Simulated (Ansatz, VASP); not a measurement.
## KTaO3: VASP beside Ansatz

The input INCAR:

```
SYSTEM = KTaO3
PREC     = Accurate       ! precision mode
ENCUT    = 600            ! plane-wave cutoff, eV
EDIFF    = 1E-6           ! SCF threshold, eV
ISMEAR   = -1             ! smearing method
SIGMA    = 0.01           ! smearing width, eV
LREAL    = .False.        ! projectors in reciprocal space
LASPH    = .True.         ! aspherical terms in the spheres
NELM     = 120            ! most SCF steps
ALGO     = Normal         ! electronic algorithm
ISIF     = 2              ! what is computed and relaxed
LWAVE    = .False.        ! write WAVECAR
LCHARG   = .False.        ! write CHGCAR
GGA      = CA             ! functional
NBANDS   = 27             ! bands
GGA_COMPAT= .False.
```

File KPOINTS:

```
regular mesh
0
Gamma
  5 5 5
  0 0 0
```

POSCAR

```
KTaO3
1.0
    3.9068832774      0.0000000000      0.0000000000
    0.0000000000      3.9068832774      0.0000000000
    0.0000000000      0.0000000000      3.9068832774
K Ta O
1 1 3
Direct
    0.5000000000      0.5000000000      0.5000000000
    0.0000000000      0.0000000000      0.0000000000
    0.5000000000      0.0000000000      0.0000000000
    0.0000000000      0.5000000000      0.0000000000
    0.0000000000      0.0000000000      0.5000000000
```

Input for Ansatz:

```yaml
crystal:
  lattice:
    - [3.9068832774, 0.0, 0.0]
    - [0.0, 3.9068832774, 0.0]
    - [0.0, 0.0, 3.9068832774]
  atoms:
    - { symbol: K, position: [0.5, 0.5, 0.5] }
    - { symbol: Ta, position: [0.0, 0.0, 0.0] }
    - { symbol: O, position: [0.5, 0.0, 0.0] }
    - { symbol: O, position: [0.0, 0.5, 0.0] }
    - { symbol: O, position: [0.0, 0.0, 0.5] }
kpoints:
  mp_grid: { grid: [5, 5, 5] }
  band_path:
    path:
      - [0.0, 0.0, 0.0]
      - [0.0, 0.5, 0.0]
      - [0.5, 0.5, 0.0]
      - [0.0, 0.0, 0.0]
      - [0.5, 0.5, 0.5]
      - [0.0, 0.5, 0.0]
      - [0.5, 0.5, 0.5]
      - [0.5, 0.5, 0.0]
    npoints: 5
scf:
  occupations: { method: fermi_dirac, width: 0.01 }
hamiltonian:
  xc: lda
  pseudopotentials: { kind: all_electron, lapw: { basis_error: 0.0005 } }
output:
  forces: true
  stress: true
  eigenvalues: true
```

Change from the starting cell: volume scaled by 0.94.

Alike in both runs: task single point; functional LDA; k mesh 5 × 5 × 5; occupations fermi-dirac, width 0.01 eV; no spin polarisation.

|  | VASP | Ansatz |
| --- | --- | --- |
| version | VASP 6.6.1 | Ansatz 0.2.0 |
| potentials or method | VASP PAW LDA potentials, release 64 (K_sv, Ta_pv, O), cutoff 600 eV | all-electron LAPW, scalar-relativistic |

```tsv
	VASP	Ansatz	Ansatz less VASP
gap on the k mesh at the Fermi level (eV)	2.26	2.32	+0.057
pressure (GPa)	9.5	8.1	-1.36
```

LDA's correlation is that of Perdew and Zunger in VASP and of Perdew and Wang (1992) in Ansatz. Ansatz ran all-electron here, and VASP with PAW potentials.

Neither program's run includes spin-orbit coupling.
